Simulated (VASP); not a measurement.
A run of VASP 6.6.1 is set up as follows.

The input INCAR:

```
SYSTEM = Ru2F
PREC = Accurate
ENCUT = 520
EDIFF = 1E-6
ISMEAR = 0
SIGMA = 0.1
LREAL = .False.
LASPH = .True.
NELM = 150
ALGO = Normal
ISIF = 2
LWAVE = .False.
LCHARG = .True.
ISPIN = 2
MAGMOM = 1 1 0
LORBIT = 11
LMAXMIX = 4
GGA = PE
LELF = .True.
LVHAR = .True.
NBANDS = 28
```

The input KPOINTS:

```
Automatic mesh
0
Gamma
  6 6 6
  0 0 0
```

POSCAR

```
Ru2F
1.0
    4.2677256780      0.0000000000      0.0000000000
   -2.1338628390      3.6959588535      0.0000000000
    0.0000000000      0.0000000000      2.5251861114
Ru F
2 1
Direct
    0.3333333333      0.6666666667      0.5000000000
    0.6666666667      0.3333333333      0.5000000000
    0.0000000000      0.0000000000      0.0000000000
```

Potentials or basis: VASP PAW PBE potentials, release 64 (Ru_pv, F).

The run is started by

```sh
$ cat potpaw_PBE.64/Ru_pv/POTCAR potpaw_PBE.64/F/POTCAR > POTCAR
$ mpirun -np 1 vasp_std > vasp.out
```

**Question.** Estimate the pressure.

**Answer.** -0.1 GPa.

**Question.** What does it give for the net moment?

**Answer.** 0.00 μB per cell.

Stress tensor (GPa, compression positive):
```
-0.15  0.00  0.00
 0.00 -0.15  0.00
 0.00  0.00  0.04
```

Caveat: the k points lie up to 0.41 Å⁻¹ apart; an empty level that is flat over the whole mesh can mark a ghost state of the potentials, or a narrow d or f band.
